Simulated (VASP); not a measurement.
# W (P-1) in VASP: single point with PBE

Aim: the single point of W with PBE.

Program: VASP 6.6.1. These are calculated values, not measurements. Logs are shortened: lines on timing, memory, paths and dates and some standing lists are left out, and cuts for length are marked.

### 1 The cell of the first run

The typed cell holds 1 atom: a = 2.549 Å, b = 2.741 Å, c = 2.742 Å, α = 112.31°, β = 107.19°, γ = 106.74°.

### 2 Single point, PBE (the cell strained at random)

The input, INCAR:

```
PREC     = Accurate       # precision mode
ENCUT    = 520            # plane-wave cutoff, eV
EDIFF    = 1E-6           # SCF threshold, eV
ISMEAR   = 0              # smearing method
SIGMA    = 0.1            # smearing width, eV
LREAL    = F              # projectors in reciprocal space
LASPH    = T              # aspherical terms in the spheres
NELM     = 100            # most SCF steps
ALGO     = Fast           # electronic algorithm
ISIF     = 2              # what is computed and relaxed
LWAVE    = F              # write WAVECAR
LCHARG   = T              # write CHGCAR
GGA      = PE             # functional
LELF     = T              # ELF
LVHAR    = T            
NBANDS   = 13             # bands
```

The input, KPOINTS:

```
regular mesh
0
Gamma
  16 16 16
```

The input, POSCAR:

```
W
1.0
   -1.4300626900      1.4880127340      1.4965103700
    1.5249423100     -1.5581661500      1.6615434060
    1.5259006900      1.6540041500     -1.5666637860
W
1
Direct
    0.0000000000      0.0000000000      0.0000000000
```

Potentials or basis: VASP PAW PBE potentials, release 64 (W_sv).

Command:

```bash
cat potpaw_PBE.64/W_sv/POTCAR > POTCAR
mpirun -np 1 vasp_std > vasp.out
```

OUTCAR:

```text
PREC = Accurate
   ENCUT = 520
   EDIFF = 1E-6
   ISMEAR = 0
   LREAL = F
   LASPH = T
   NELM = 100
   ISIF = 2
   GGA = PE

 ion  position               nearest neighbor table
   1  0.000  0.000  0.000-

  LATTYP: Found a triclinic cell.
 ALAT       =     2.7419952703
 B/A-ratio  =     1.6608521782
 C/A-ratio  =     0.9297154204
 COS(alpha) =     0.0045364282
 COS(beta)  =     0.2954868716
 COS(gamma) =     0.8306055040

  Lattice vectors:

 A1 = (  -1.5259006900,  -1.6540041500,   1.5666637860)
 A2 = (  -0.0009583800,  -3.2121703000,   3.2282071920)
 A3 = (  -1.4300626900,   1.4880127340,   1.4965103700)

Analysis of symmetry for initial positions (statically):
=====================================================================
 Subroutine PRICEL returns:
 Original cell was already a primitive cell.

 Routine SETGRP: Setting up the symmetry group for a
 triclinic supercell.

 Subroutine GETGRP returns: Found  2 space group operations
 (whereof  2 operations were pure point group operations)
 out of a pool of  2 trial point group operations.

The static configuration has the point symmetry S_2 .

Analysis of symmetry for dynamics (positions and initial velocities):
=====================================================================
 Subroutine PRICEL returns:
 Original cell was already a primitive cell.

 Routine SETGRP: Setting up the symmetry group for a
 triclinic supercell.

 Subroutine GETGRP returns: Found  2 space group operations
 (whereof  2 operations were pure point group operations)
 out of a pool of  2 trial point group operations.

The dynamic configuration has the point symmetry S_2 .

 Subroutine INISYM returns: Found  2 space group operations
 (whereof  2 operations are pure point group operations),
 and found     1 'primitive' translations

----------------------------------------------------------------------------------------

                                     Primitive cell

  volume of cell :      15.0994

  direct lattice vectors                    reciprocal lattice vectors
    -1.430062690  1.488012734  1.496510370    -0.020336986  0.326132650  0.324506471
     1.524942310 -1.558166150  1.661543406     0.318319642 -0.002854329  0.307023813
     1.525900690  1.654004150 -1.566663786     0.318171260  0.308501611 -0.002705947

  length of vectors
     2.549275286  2.741178084  2.741995270     0.460522039  0.442265942  0.443185646

  position of ions in fractional coordinates (direct lattice)
     0.000000000  0.000000000  0.000000000

  ion indices of the primitive-cell ions
   primitive index   ion index
                 1           1

----------------------------------------------------------------------------------------

 KPOINTS: regular mesh

Automatic generation of k-mesh.
 Grid dimensions read from file:
 generate k-points for:   16   16   16

 Generating k-lattice:

  Cartesian coordinates                     Fractional coordinates (reciprocal lattice)
    -0.001271062  0.020383291  0.020281654     0.062500000  0.000000000 -0.000000000
     0.019894978 -0.000178396  0.019188988    -0.000000000  0.062500000  0.000000000
     0.019885704  0.019281351 -0.000169122    -0.000000000  0.000000000  0.062500000

  Length of vectors
     0.028782627  0.027641621  0.027699103

  Shift w.r.t. Gamma in fractional coordinates (k-lattice)
     0.000000000  0.000000000  0.000000000

 Subroutine IBZKPT returns following result:
 ===========================================

 Found   2052 irreducible k-points:

 Following reciprocal coordinates:
            Coordinates               Weight
  0.000000  0.000000  0.000000      1.000000
  0.062500  0.000000 -0.000000      2.000000
  0.125000  0.000000 -0.000000      2.000000
  0.187500  0.000000 -0.000000      2.000000
  0.250000  0.000000 -0.000000      2.000000
  0.312500  0.000000  0.000000      2.000000
[... 16 lines left out ...]
 -0.187500  0.062500  0.000000      2.000000
 -0.125000  0.062500  0.000000      2.000000
 [... further k-points ...]
   k-points           NKPTS =   2052   k-points in BZ     NKDIM =   2052   number of bands    NBANDS=     13
   number of dos      NEDOS =    301   number of ions     NIONS =      1
   total plane-waves  NPLWV =   8000
   dimension x,y,z NGX =    20 NGY =   20 NGZ =   20
   dimension x,y,z NGXF=    40 NGYF=   40 NGZF=   40
   ions per type =               1
   NGX,Y,Z   is equivalent  to a cutoff of  13.04, 12.13, 12.13 a.u.
   NGXF,Y,Z  is equivalent  to a cutoff of  26.09, 24.26, 24.25 a.u.
 SYSTEM =  unknown system
   PREC   = accura    normal or accurate (medium, high low for compatibility)
   ISTART =      0    job   : 0-new  1-cont  2-samecut
   ICHARG =      2    charge: 1-file 2-atom 10-const
   ISPIN  =      1    spin polarized calculation?
   LNONCOLLINEAR =      F non collinear calculations
   LSORBIT =      F    spin-orbit coupling
   LASPH  =      T    aspherical Exc in radial PAW
   ENCUT  =  520.0 eV  38.22 Ry    6.18 a.u.   4.74  5.10  5.10*2*pi/ulx,y,z
   NELM   =    100;   NELMIN=  2; NELMDL= -5     # of ELM steps
   EDIFF  = 0.1E-05   stopping-criterion for ELM
   LREAL  =      F    real-space projection
   EDIFFG = 0.1E-04   stopping-criterion for IOM
   NSW    =      0    number of steps for IOM
   IBRION =     -1    ionic relax: 0-MD 1-quasi-New 2-CG
   NFREE  =      0    steps in history (QN), initial steepest desc. (CG)
   ISIF   =      2    stress and relaxation
   ISYM   =      2    0-nonsym 1-usesym 2-fastsym
   POTIM  = 0.5000    time-step for ionic-motion
   TEBEG  =    0.0;   TEEND  =   0.0 temperature during run
   PSTRESS=    0.0 pullay stress
   NELECT =      14.0000    total number of electrons
   NUPDOWN=      -1.0000    fix difference up-down
   EMIN   =  10.00;   EMAX   =-10.00  energy-range for DOS
   EFERMI =   0.00;   METHOD = LEGACY
   ISMEAR =     0;   SIGMA  =   0.10  broadening in eV -4-tet -1-fermi 0-gaus
   EFERMI_NEDOS =   21; number of points for ismear=-14 and -15
   IALGO  =     68    algorithm
   IMIX   =      4    mixing-type and parameters
     AMIX     =   0.40;   BMIX     =  1.00
     AMIX_MAG =   1.60;   BMIX_MAG =  1.00
  volume/ion in A,a.u.               =      15.10       101.90
  Fermi-wavevector in a.u.,A,eV,Ry     =   1.596359  3.016681 34.672562  2.548361
  Thomas-Fermi vector in A             =   2.694134
   LORBIT       =      0    0 simple, 1 ext, 2 COOP (PROOUT), +10 PAW based schemes
   GGA     = PE    functional components
   LHFCALC =     F    Hartree Fock is set to
   AEXX    =    0.0000 exact exchange contribution
   IVDW    =     0    specifies the selected vdW correction
   LEPSILON=     F    determine dielectric tensor
   LRPA    =     F    only Hartree local field effects (RPA)
 non-spin polarized calculation
 RMM-DIIS sequential band-by-band and
 Gauss-broadening in eV      SIGMA  =   0.10
  energy-cutoff  :      520.00
  volume of cell :       15.10
 maximum number of plane-waves:       422
   NGX =  9   NGY = 11   NGZ = 11

 number of electron      13.9999999 magnetization

 Free energy of the ion-electron system (eV)
  ---------------------------------------------------
  ext. energy  EPLUGINS =         0.00000000
  ---------------------------------------------------
  free energy    TOTEN  =       -12.77761679 eV

  energy without entropy =      -12.77538098  energy(sigma->0) =      -12.77649888

 E-fermi :  12.2098     XC(G=0): -13.9112

 val. band max:       12.1980739184   @ k =  -0.3125   0.3125   0.2500
 cond. band min:      12.2101208006   @ k =   0.3750   0.0625   0.0625
 fundamental gap:      0.0120468822
 Fermi energy:        12.2097841388

 k-point     1 :       0.0000    0.0000    0.0000
  band No.  band energies     occupation
      1     -61.9755      2.00000
      2     -25.5621      2.00000
      3     -25.5478      2.00000
      4     -25.2029      2.00000
      5       2.2721      2.00000
      6       9.7404      2.00000
      7      11.1821      2.00000
      8      11.2332      2.00000
      9      14.4812      0.00000
     10      15.1298      0.00000
     11      25.7293      0.00000
     12      27.0629      0.00000
     13      27.7639      0.00000

 k-point     2 :       0.0625    0.0000   -0.0000
  band No.  band energies     occupation
      1     -61.9676      2.00000
      2     -25.5874      2.00000
      3     -25.5454      2.00000
      4     -25.2747      2.00000
      5       2.4803      2.00000
      6       9.8836      2.00000
      7      11.1157      2.00000
      8      11.3074      2.00000
      9      14.1778      0.00000
     10      15.0430      0.00000
     11      25.9437      0.00000
     12      27.6408      0.00000
     13      28.1477      0.00000

 k-point     3 :       0.1250    0.0000   -0.0000
  band No.  band energies     occupation
      1     -61.9449      2.00000
      2     -25.6813      2.00000
      3     -25.5386      2.00000
      4     -25.4530      2.00000
      5       3.0695      2.00000
      6      10.2124      2.00000
      7      10.8241      2.00000
      8      11.6869      2.00000
      9      13.5263      0.00000
     10      14.8423      0.00000
     11      26.5028      0.00000
     12      29.0420      0.00000
     13      29.1988      0.00000

 k-point     4 :       0.1875    0.0000   -0.0000
  band No.  band energies     occupation
      1     -61.9108      2.00000
      2     -25.9179      2.00000
      3     -25.6122      2.00000
      4     -25.5284      2.00000
      5       3.9263      2.00000
      6      10.3972      2.00000
      7      10.4131      2.00000
      8      12.4728      0.00020
      9      13.0684      0.00000
     10      14.6436      0.00000
     11      27.0497      0.00000
     12      30.1698      0.00000
     13      30.5796      0.00000

 k-point     5 :       0.2500    0.0000   -0.0000
  band No.  band energies     occupation
      1     -61.8704      2.00000
      2     -26.2604      2.00000
      3     -25.7204      2.00000
      4     -25.5165      2.00000
      5       4.8342      2.00000
      6       9.9241      2.00000
      7      10.3738      2.00000
      8      13.1335      0.00000
      9      13.7194      0.00000
     10      14.5321      0.00000
     11      26.8272      0.00000
     12      29.3940      0.00000
     13      31.8450      0.00000
[... 257 lines left out ...]
 k-point    22 :      -0.2500    0.0625   -0.0000
  band No.  band energies     occupation
      1     -61.8793      2.00000
      2     -26.1763      2.00000
      3     -25.6683      2.00000
      4     -25.5325      2.00000
      5       4.5734      2.00000
      6      10.2056      2.00000
      7      10.3206      2.00000
      8      12.9347      0.00000
      9      13.2232      0.00000
     10      14.4725      0.00000
     11      27.1955      0.00000
     12      29.7107      0.00000
     13      30.7795      0.00000

 k-point    23 :      -0.1875    0.0625    0.0000
  band No.  band energies     occupation
      1     -61.9179      2.00000
      2     -25.8195      2.00000
      3     -25.5981      2.00000
      4     -25.5419      2.00000
      5       3.6594      2.00000
      6      10.5663      2.00000
      7      10.7429      2.00000
      8      11.8909      1.99999
      9      13.0716      0.00000
     10      14.5083      0.00000
     11      26.8064      0.00000
     12      29.9163      0.00000
     13      30.3378      0.00000

 k-point    24 :      -0.1250    0.0625    0.0000
  band No.  band energies     occupation
      1     -61.9487      2.00000
      2     -25.5858      2.00000
      3     -25.5642      2.00000
      4     -25.4679      2.00000
      5       2.9159      2.00000
      6      10.4115      2.00000
      7      11.0988      2.00000
      8      11.1876      2.00000
      9      13.6827      0.00000
     10      14.6502      0.00000
     11      26.2268      0.00000
     12      28.6662      0.00000
     13      29.2688      0.00000

 [... further k-points ...]

------------------------ aborting loop because EDIFF is reached ----------------------------------------

  FORCE on cell =-STRESS in cart. coord.  units (eV):
  Direction    XX          YY          ZZ          XY          YZ          ZX
  --------------------------------------------------------------------------------------
  -------------------------------------------------------------------------------------
  Total        3.2066277      2.2163220      2.0689784     -1.2292278      1.0592183     -1.2309475
  in kB      340.2499968    235.1702831    219.5358963   -130.4313465    112.3919087   -130.6138134
  external PRESSURE =     264.9853921 kB  Pullay stress =       0.0000000 kB

 VOLUME and BASIS-vectors are now :
 -----------------------------------------------------------------------------
  energy-cutoff  :      520.00
  volume of cell :       15.10
      direct lattice vectors                 reciprocal lattice vectors
    -1.430062690  1.488012734  1.496510370    -0.020336986  0.326132650  0.324506471
     1.524942310 -1.558166150  1.661543406     0.318319642 -0.002854329  0.307023813
     1.525900690  1.654004150 -1.566663786     0.318171260  0.308501611 -0.002705947

 POSITION                                       TOTAL-FORCE (eV/Angst)
 -----------------------------------------------------------------------------------
      0.00000      0.00000      0.00000         0.000000      0.000000     -0.000000
 -----------------------------------------------------------------------------------
    total drift:                               -0.000000     -0.000000      0.000000

  FREE ENERGIE OF THE ION-ELECTRON SYSTEM (eV)
  ---------------------------------------------------
  free  energy   TOTEN  =       -12.7776167860 eV

  energy  without entropy=      -12.7753809783  energy(sigma->0) =      -12.77649888
```

Run time: 15 min. Hardware: 1 thread of AMD EPYC, shared host; peak memory 0.42 GiB.

What came out:

```
Free energy            : -12.7776 eV
Pressure               : 26.5 GPa
Band gap on the k mesh : zero (bands 7 and 8 overlap by 5.78 eV)
```

Caveat: the cell differs from its parent crystal (the cell strained at random); the stress differs along the axes, from 22 to 34 GPa; spin-orbit coupling is left out, which moves the levels of the heavy elements.
